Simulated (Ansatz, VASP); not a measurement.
## SrCl2 in VASP and in Ansatz

```
CELL_PARAMETERS angstrom
-1.46382 2.92764 2.92764
2.92764 -1.46382 2.92764
2.92764 2.92764 -1.46382
ATOMIC_POSITIONS crystal
Sr 0.00000 0.00000 0.00000
Cl 0.25000 0.25000 0.25000
Cl 0.75000 0.75000 0.75000
```

Alike in both runs: task single point; functional PBE; k mesh 6 × 6 × 6; occupations gaussian, width 0.05 eV; no spin polarisation.

```csv
,VASP,Ansatz
version,VASP 6.6.1,Ansatz 0.2.0
potentials or method,"VASP PAW PBE potentials, release 64 (Sr_sv, Cl), cutoff 520 eV","scalar-relativistic, plane waves, PAW"
valence electrons in the cell,24,24
```

|  | VASP | Ansatz | Ansatz less VASP |
| --- | --- | --- | --- |
| gap on the k mesh at the Fermi level (eV) | 0.32 | 0.39 | +0.070 |
| least direct gap on the mesh (eV) | 0.32 | 0.39 | +0.070 |
| rms of the force components (eV/Å) | 11.608 | 11.324 | -0.2841 |

Atom by atom the forces differ by 0.284 eV/Å (rms over components).
